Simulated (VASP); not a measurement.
# Au (Pm-3n) in VASP: further runs

Au is run at these levels: revPBE; tasks: single point, relaxation of cell and atoms.

Everything below comes from runs of VASP 6.6.1. Logs are shortened: lines on timing, memory, paths and dates and some standing lists are left out, and cuts for length are marked.

## 1. The cell of the first run

It takes space group Pm-3n (No. 223, cubic). The conventional cell has a = 5.337 Å, b = 5.337 Å, c = 5.337 Å, α = 90.00°, β = 90.00°, γ = 90.00°. Au (site symmetry m-3) has 12 Au at 2.98 Å within 3.9 Å. Au (site symmetry -4m2) has 14 Au at 2.67 to 3.27 Å within 3.5 Å.

## 2. Single point, revPBE

Input file INCAR:

```
PREC = Accurate
ENCUT = 500
EDIFF = 1E-6
ISMEAR = -1
SIGMA = 0.1
LREAL = False
LASPH = True
NELM = 120
ALGO = Normal
ISIF = 2
LWAVE = False
LCHARG = True
GGA = RE
LELF = True
LVHAR = True
NBANDS = 54
GGA_COMPAT = False
```

Input file KPOINTS:

```
Automatic mesh
0
Gamma
  5 5 5
```

Input file POSCAR:

```
Au
1.0
    5.3368149215      0.0000000000      0.0000000000
    0.0000000000      5.3368149215      0.0000000000
    0.0000000000      0.0000000000      5.3368149215
Au
8
Direct
    1.0000000000      1.0000000000      0.0000000000
    0.5000000000      0.5000000000      0.5000000000
    0.2500000000      1.0000000000      0.5000000000
    0.7500000000      1.0000000000      0.5000000000
    0.5000000000      0.2500000000      0.0000000000
    0.5000000000      0.7500000000      0.0000000000
    0.0000000000      0.5000000000      0.2500000000
    0.0000000000      0.5000000000      0.7500000000
```

Potentials or basis: VASP PAW PBE potentials, release 64 (Au).

The run is started by

```
$ cat potpaw_PBE.64/Au/POTCAR > POTCAR
$ mpirun -np 1 vasp_std > vasp.out
```

OUTCAR:

```text
PREC = Accurate
   ENCUT = 500
   EDIFF = 1E-6
   ISMEAR = -1
   LREAL = False
   LASPH = True
   NELM = 120
   ISIF = 2
   GGA = RE

 ion  position               nearest neighbor table
   1  0.000  0.000  0.000-   3 2.98   4 2.98   5 2.98   6 2.98   7 2.98   8 2.98   3 2.98   4 2.98
                             7 2.98   8 2.98   5 2.98   6 2.98
   2  0.500  0.500  0.500-   3 2.98   4 2.98   5 2.98   6 2.98   7 2.98   8 2.98   5 2.98   6 2.98
                             3 2.98   4 2.98   7 2.98   8 2.98
   3  0.250  0.000  0.500-   4 2.67   4 2.67   1 2.98   1 2.98   2 2.98   2 2.98   8 3.27   5 3.27
                             5 3.27   6 3.27   6 3.27   7 3.27   8 3.27   7 3.27
   4  0.750  0.000  0.500-   3 2.67   3 2.67   1 2.98   1 2.98   2 2.98   2 2.98   8 3.27   5 3.27
                             5 3.27   6 3.27   6 3.27   7 3.27   8 3.27   7 3.27
   5  0.500  0.250  0.000-   6 2.67   6 2.67   1 2.98   2 2.98   2 2.98   1 2.98   8 3.27   4 3.27
                             3 3.27   4 3.27   3 3.27   7 3.27   7 3.27   8 3.27
   6  0.500  0.750  0.000-   5 2.67   5 2.67   1 2.98   2 2.98   2 2.98   1 2.98   8 3.27   4 3.27
                             3 3.27   4 3.27   3 3.27   7 3.27   7 3.27   8 3.27
   7  0.000  0.500  0.250-   8 2.67   8 2.67   1 2.98   2 2.98   1 2.98   2 2.98   3 3.27   4 3.27
                             5 3.27   3 3.27   4 3.27   6 3.27   5 3.27   6 3.27
   8  0.000  0.500  0.750-   7 2.67   7 2.67   1 2.98   2 2.98   1 2.98   2 2.98   3 3.27   4 3.27
                             5 3.27   3 3.27   4 3.27   6 3.27   5 3.27   6 3.27

  LATTYP: Found a simple cubic cell.
 ALAT       =     5.3368149215

  Lattice vectors:

 A1 = (   5.3368149215,   0.0000000000,   0.0000000000)
 A2 = (   0.0000000000,   5.3368149215,   0.0000000000)
 A3 = (   0.0000000000,   0.0000000000,   5.3368149215)

Analysis of symmetry for initial positions (statically):
=====================================================================
 Subroutine PRICEL returns:
 Original cell was already a primitive cell.

 Routine SETGRP: Setting up the symmetry group for a
 simple cubic supercell.

 Subroutine GETGRP returns: Found 48 space group operations
 (whereof 24 operations were pure point group operations)
 out of a pool of 48 trial point group operations.

The static configuration has the point symmetry T_h .
 The point group associated with its full space group is O_h .

Analysis of symmetry for dynamics (positions and initial velocities):
=====================================================================
 Subroutine PRICEL returns:
 Original cell was already a primitive cell.

 Routine SETGRP: Setting up the symmetry group for a
 simple cubic supercell.

 Subroutine GETGRP returns: Found 48 space group operations
 (whereof 24 operations were pure point group operations)
 out of a pool of 48 trial point group operations.

The dynamic configuration has the point symmetry T_h .
 The point group associated with its full space group is O_h .

 Subroutine INISYM returns: Found 48 space group operations
 (whereof 24 operations are pure point group operations),
 and found     1 'primitive' translations

----------------------------------------------------------------------------------------

                                     Primitive cell

  volume of cell :     152.0010

  direct lattice vectors                    reciprocal lattice vectors
     5.336814922  0.000000000  0.000000000     0.187377680  0.000000000  0.000000000
     0.000000000  5.336814922  0.000000000     0.000000000  0.187377680  0.000000000
     0.000000000  0.000000000  5.336814922     0.000000000  0.000000000  0.187377680

  length of vectors
     5.336814922  5.336814922  5.336814922     0.187377680  0.187377680  0.187377680

  position of ions in fractional coordinates (direct lattice)
     0.000000000  0.000000000  0.000000000
     0.500000000  0.500000000  0.500000000
     0.250000000  0.000000000  0.500000000
     0.750000000  0.000000000  0.500000000
     0.500000000  0.250000000  0.000000000
     0.500000000  0.750000000  0.000000000
     0.000000000  0.500000000  0.250000000
     0.000000000  0.500000000  0.750000000

  ion indices of the primitive-cell ions
   primitive index   ion index
                 1           1
                 2           2
                 3           3
                 4           4
                 5           5
                 6           6
                 7           7
                 8           8

----------------------------------------------------------------------------------------

 KPOINTS: Automatic mesh

Automatic generation of k-mesh.
 Grid dimensions read from file:
 generate k-points for:    5    5    5

 Generating k-lattice:

  Cartesian coordinates                     Fractional coordinates (reciprocal lattice)
     0.037475536  0.000000000  0.000000000     0.200000000  0.000000000  0.000000000
     0.000000000  0.037475536  0.000000000     0.000000000  0.200000000  0.000000000
     0.000000000  0.000000000  0.037475536     0.000000000  0.000000000  0.200000000

  Length of vectors
     0.037475536  0.037475536  0.037475536

  Shift w.r.t. Gamma in fractional coordinates (k-lattice)
     0.000000000  0.000000000  0.000000000

 Subroutine IBZKPT returns following result:
 ===========================================

 Found     10 irreducible k-points:

 Following reciprocal coordinates:
            Coordinates               Weight
  0.000000  0.000000  0.000000      1.000000
  0.200000  0.000000  0.000000      6.000000
  0.400000  0.000000  0.000000      6.000000
  0.200000  0.200000  0.000000     12.000000
  0.400000  0.200000  0.000000     24.000000
  0.400000  0.400000  0.000000     12.000000
  0.200000  0.200000  0.200000      8.000000
  0.400000  0.200000  0.200000     24.000000
  0.400000  0.400000  0.200000     24.000000
  0.400000  0.400000  0.400000      8.000000
   k-points           NKPTS =     10   k-points in BZ     NKDIM =     10   number of bands    NBANDS=     54
   number of dos      NEDOS =    301   number of ions     NIONS =      8
   total plane-waves  NPLWV =  64000
   dimension x,y,z NGX =    40 NGY =   40 NGZ =   40
   dimension x,y,z NGXF=    80 NGYF=   80 NGZF=   80
   ions per type =               8
   NGX,Y,Z   is equivalent  to a cutoff of  12.46, 12.46, 12.46 a.u.
   NGXF,Y,Z  is equivalent  to a cutoff of  24.92, 24.92, 24.92 a.u.
 SYSTEM =  unknown system
   PREC   = accura    normal or accurate (medium, high low for compatibility)
   ISTART =      0    job   : 0-new  1-cont  2-samecut
   ICHARG =      2    charge: 1-file 2-atom 10-const
   ISPIN  =      1    spin polarized calculation?
   LNONCOLLINEAR =      F non collinear calculations
   LSORBIT =      F    spin-orbit coupling
   LASPH  =      T    aspherical Exc in radial PAW
   ENCUT  =  500.0 eV  36.75 Ry    6.06 a.u.   9.73  9.73  9.73*2*pi/ulx,y,z
   NELM   =    120;   NELMIN=  2; NELMDL= -5     # of ELM steps
   EDIFF  = 0.1E-05   stopping-criterion for ELM
   LREAL  =      F    real-space projection
   EDIFFG = 0.1E-04   stopping-criterion for IOM
   NSW    =      0    number of steps for IOM
   IBRION =     -1    ionic relax: 0-MD 1-quasi-New 2-CG
   NFREE  =      0    steps in history (QN), initial steepest desc. (CG)
   ISIF   =      2    stress and relaxation
   ISYM   =      2    0-nonsym 1-usesym 2-fastsym
   POTIM  = 0.5000    time-step for ionic-motion
   TEBEG  =    0.0;   TEEND  =   0.0 temperature during run
   PSTRESS=    0.0 pullay stress
   NELECT =      88.0000    total number of electrons
   NUPDOWN=      -1.0000    fix difference up-down
   EMIN   =  10.00;   EMAX   =-10.00  energy-range for DOS
   EFERMI =   0.00;   METHOD = LEGACY
   ISMEAR =    -1;   SIGMA  =   0.10  broadening in eV -4-tet -1-fermi 0-gaus
   EFERMI_NEDOS =   21; number of points for ismear=-14 and -15
   IALGO  =     38    algorithm
   IMIX   =      4    mixing-type and parameters
     AMIX     =   0.40;   BMIX     =  1.00
     AMIX_MAG =   1.60;   BMIX_MAG =  1.00
  volume/ion in A,a.u.               =      19.00       128.22
  Fermi-wavevector in a.u.,A,eV,Ry     =   1.364437  2.578413 25.329818  1.861689
  Thomas-Fermi vector in A             =   2.490753
   LORBIT       =      0    0 simple, 1 ext, 2 COOP (PROOUT), +10 PAW based schemes
   GGA     = RE    functional components
   LHFCALC =     F    Hartree Fock is set to
   AEXX    =    0.0000 exact exchange contribution
   IVDW    =     0    specifies the selected vdW correction
   LEPSILON=     F    determine dielectric tensor
   LRPA    =     F    only Hartree local field effects (RPA)
 non-spin polarized calculation
  energy-cutoff  :      500.00
  volume of cell :      152.00
 maximum number of plane-waves:      3887
 NGX is ok and might be reduce to    40
   NGX = 19   NGY = 19   NGZ = 19

 number of electron      88.0000022 magnetization

 Free energy of the ion-electron system (eV)
  ---------------------------------------------------
  ext. energy  EPLUGINS =         0.00000000
  ---------------------------------------------------
  free energy    TOTEN  =       -21.12204254 eV

  energy without entropy =      -21.05939099  energy(sigma->0) =      -21.09071676

 E-fermi :   7.9375     XC(G=0): -11.9842

 val. band max:        7.6155286739   @ k =   0.4000   0.4000   0.2000
 cond. band min:       7.9631476976   @ k =   0.4000   0.2000   0.0000
 fundamental gap:      0.3476190238
 Fermi energy:         7.9375172825

 k-point     1 :       0.0000    0.0000    0.0000
  band No.  band energies     occupation
      1      -0.9286      2.00000
      2       1.1423      2.00000
      3       1.1423      2.00000
      4       2.1314      2.00000
      5       2.1346      2.00000
      6       2.3772      2.00000
[... 46 lines left out ...]
     53      13.5163      0.00000
     54      14.3118      0.00000
[... 511 lines left out ...]
     53      16.4681      0.00000
     54      16.8010      0.00000

------------------------ aborting loop because EDIFF is reached ----------------------------------------

  FORCE on cell =-STRESS in cart. coord.  units (eV):
  Direction    XX          YY          ZZ          XY          YZ          ZX
  --------------------------------------------------------------------------------------
  -------------------------------------------------------------------------------------
  Total       -0.1878185     -0.1878185     -0.1878185      0.0000000     -0.0000000      0.0000000
  in kB       -1.9797140     -1.9797140     -1.9797140      0.0000000     -0.0000000      0.0000000
  external PRESSURE =      -1.9797140 kB  Pullay stress =       0.0000000 kB

 VOLUME and BASIS-vectors are now :
 -----------------------------------------------------------------------------
  energy-cutoff  :      500.00
  volume of cell :      152.00
      direct lattice vectors                 reciprocal lattice vectors
     5.336814922  0.000000000  0.000000000     0.187377680  0.000000000  0.000000000
     0.000000000  5.336814922  0.000000000     0.000000000  0.187377680  0.000000000
     0.000000000  0.000000000  5.336814922     0.000000000  0.000000000  0.187377680

 POSITION                                       TOTAL-FORCE (eV/Angst)
 -----------------------------------------------------------------------------------
      0.00000      0.00000      0.00000        -0.000000      0.000000     -0.000000
      2.66841      2.66841      2.66841        -0.000000      0.000000     -0.000000
      1.33420      0.00000      2.66841         0.000000      0.000000      0.000000
      4.00261      0.00000      2.66841        -0.000000     -0.000000     -0.000000
      2.66841      1.33420      0.00000         0.000000      0.000000     -0.000000
      2.66841      4.00261      0.00000         0.000000     -0.000000      0.000000
      0.00000      2.66841      1.33420        -0.000000     -0.000000      0.000000
      0.00000      2.66841      4.00261        -0.000000     -0.000000     -0.000000
 -----------------------------------------------------------------------------------
    total drift:                               -0.000000     -0.000000      0.000000

  FREE ENERGIE OF THE ION-ELECTRON SYSTEM (eV)
  ---------------------------------------------------
  free  energy   TOTEN  =       -21.1220425409 eV

  energy  without entropy=      -21.0593909874  energy(sigma->0) =      -21.09071676
```

It used 60 s of CPU time on 1 thread of Intel Xeon 6975P-C, with other jobs on the host.

What came out:

| Property | Result |
| --- | --- |
| Free energy | -21.1220 eV |
| Pressure | -0.2 GPa |
| Band gap on the k mesh | zero (band 44 reaches 8.75 eV, above the bottom of band 45 at 7.27 eV) |

Caveat: the PAW data sets were made with another functional, which shifts forces and pressure a little; spin-orbit coupling is left out, which moves the levels of the heavy elements.

## 3. Single point, revPBE

Input file INCAR:

```
SYSTEM = Au
ALGO = Normal
EDIFF = 1E-6
ENCUT = 500
GGA = RE
GGA_COMPAT = .FALSE.
ISIF = 2
ISMEAR = -1
LASPH = .TRUE.
LCHARG = .TRUE.
LELF = .TRUE.
LREAL = .FALSE.
LVHAR = .TRUE.
LWAVE = .FALSE.
NBANDS = 54
NELM = 120
PREC = Accurate
SIGMA = 0.1
```

Input file KPOINTS:

```
k-points
0
G
  6 6 6
  0 0 0
```

POSCAR is that of step 2.

Potentials or basis: VASP PAW PBE potentials, release 64 (Au).

The run is started by

```
$ cat potpaw_PBE.64/Au/POTCAR > POTCAR
$ mpirun -np 1 vasp_std > vasp.out
```

It took 2.8 min on 1 thread of Intel Xeon 6975P-C, shared host; peak memory 0.3 GiB.

The run converged. Its results:

```
Free energy            : -21.0678 eV
Pressure               : 0.0 GPa
Band gap on the k mesh : zero (band 44 reaches 8.75 eV, above the bottom of band 45 at 6.60 eV)
```

Levels at points of the mesh, in eV from the Fermi level:
```tsv
k point	band 41	band 42	band 43	band 44	band 45	band 46	band 47	band 48
(0.00, 0.00, 0.00)	-1.83	0.56	0.56	0.56	0.88	0.88	1.00	4.24
(0.50, 0.00, 0.00)	-1.48	-1.48	0.92	0.92	1.32	1.32	1.81	1.81
(0.50, 0.50, 0.00)	-1.86	-1.72	-1.72	-1.35	1.34	1.46	3.11	3.11
(0.50, 0.50, 0.50)	-1.21	-1.21	-1.21	-1.21	-1.21	-1.21	-0.88	-0.88
```

Caveat: the PAW data sets were made with another functional, which shifts forces and pressure a little; spin-orbit coupling is left out, which moves the levels of the heavy elements.

## 4. Relaxation of cell and atoms, revPBE

This run uses another cell than the first one, of 16.96 Å³/atom, 0.892 times its volume.

Input file INCAR:

```
  ALGO = Normal
  EDIFF = 1E-7
  EDIFFG = -0.01
  ENCUT = 500
  GGA = RE
  GGA_COMPAT = False
  IBRION = 2
  ISIF = 3
  ISMEAR = -1
  LASPH = True
  LCHARG = False
  LREAL = False
  LWAVE = False
  NELM = 120
  NELMIN = 4
  NSW = 80
  PREC = Accurate
  SIGMA = 0.1
```

Input file KPOINTS:

```
k-points
0
Gamma
  5 5 5
```

Input file POSCAR:

```
Au
1.0
    5.1382604225      0.0000000000      0.0000000000
    0.0000000000      5.1382604225      0.0000000000
    0.0000000000      0.0000000000      5.1382604225
Au
8
Direct
    0.0000000000      0.0000000000      0.0000000000
    0.5000000000      0.5000000000      0.5000000000
    0.2500000000      0.0000000000      0.5000000000
    0.7500000000      0.0000000000      0.5000000000
    0.5000000000      0.2500000000      0.0000000000
    0.5000000000      0.7500000000      0.0000000000
    0.0000000000      0.5000000000      0.2500000000
    0.0000000000      0.5000000000      0.7500000000
```

The run is started by

```
$ cat potpaw_PBE.64/Au/POTCAR > POTCAR
$ mpirun -np 1 vasp_std > vasp.out
```

It took 12 min on 1 thread of Intel Xeon 6975P-C, shared host; peak memory 0.27 GiB.

Results (log left out):

```
Free energy                            : -21.1128 eV
Relaxed volume                         : 18.97 Å³/atom
Relaxed cell                           : a = 5.334 Å, b = 5.334 Å, c = 5.334 Å, α = 90.00°, β = 90.00°, γ = 90.00°
Space group after relaxing (to 0.05 Å) : Pm-3n (No. 223)
Energy gained by relaxing              : 99.8 meV/atom
Ionic steps                            : 17
Pressure after relaxing                : 0.1 GPa
Band gap on the k mesh                 : zero (band 44 reaches 8.78 eV, above the bottom of band 45 at 7.30 eV)
```

Step by step:
| step | energy change (eV) | largest force (eV/Å) | pressure (GPa) | volume (Å³) |
| --- | --- | --- | --- | --- |
| 1 | 0.0000 | 0.0000 | 18.02 | 135.66 |
| 2 | 0.2162 | 0.0000 | -10.94 | 176.66 |
| 3 | -0.7974 | 0.0000 | -0.44 | 152.42 |
| 4 | -0.7982 | 0.0000 | -0.09 | 151.95 |
| 5 | -0.7981 | 0.0000 | 0.16 | 151.62 |
| 6 | -0.7981 | 0.0000 | 0.16 | 151.62 |
| 7 | -0.7981 | 0.0000 | 0.15 | 151.63 |
| 8 | -0.7981 | 0.0000 | 0.15 | 151.63 |
| 9 | -0.7981 | 0.0000 | 0.15 | 151.63 |
| 10 | -0.7981 | 0.0000 | 0.15 | 151.63 |
| 11 | -0.7981 | 0.0000 | 0.15 | 151.63 |
| 12 | -0.7981 | 0.0000 | 0.15 | 151.63 |
| 13 | -0.7981 | 0.0000 | 0.15 | 151.64 |
| 14 | -0.7981 | 0.0000 | 0.14 | 151.64 |
| 15 | -0.7981 | 0.0000 | 0.13 | 151.66 |
| 16 | -0.7981 | 0.0000 | 0.11 | 151.68 |
| 17 | -0.7982 | 0.0000 | 0.08 | 151.73 |

Final structure:
```xyz
8
Lattice="5.3336 0.0000 0.0000 0.0000 5.3336 0.0000 0.0000 0.0000 5.3336" Properties=species:S:1:pos:R:3 pbc="T T T"
Au    0.0000    0.0000    0.0000
Au    2.6668    2.6668    2.6668
Au    1.3334    0.0000    2.6668
Au    4.0002    0.0000    2.6668
Au    2.6668    1.3334    0.0000
Au    2.6668    4.0002    0.0000
Au    0.0000    2.6668    1.3334
Au    0.0000    2.6668    4.0002
```

Levels at points of the mesh, in eV from the Fermi level:
```tsv
k point	band 41	band 42	band 43	band 44	band 45	band 46
(0.00, 0.00, 0.00)	-1.96	0.43	0.43	0.43	0.76	0.76
```

Caveat: the PAW data sets were made with another functional, which shifts forces and pressure a little; spin-orbit coupling is left out, which moves the levels of the heavy elements.

## 5. Overview

| task | cell | k mesh | gap on the mesh (eV) | pressure (GPa) |
| --- | --- | --- | --- | --- |
| single point | a = 5.337 Å, 8 atoms | 5 × 5 × 5 | none | -0.2 |
| single point | a = 5.337 Å, 8 atoms | 6 × 6 × 6 | none | 0.0 |
| relaxation of cell and atoms | relaxed from a = 5.138 Å, 8 atoms | 5 × 5 × 5 | none | 0.1 |

Alike in all rows: level revPBE; potentials or basis VASP PAW PBE potentials, release 64 (Au); no spin polarisation; cutoff (eV) 500; smearing fermi-dirac 0.1 eV.

Caveats: the PAW data sets were made with another functional, which shifts forces and pressure a little; spin-orbit coupling is left out, which moves the levels of the heavy elements.

Absolute energies hang on the potentials; compare differences alone.
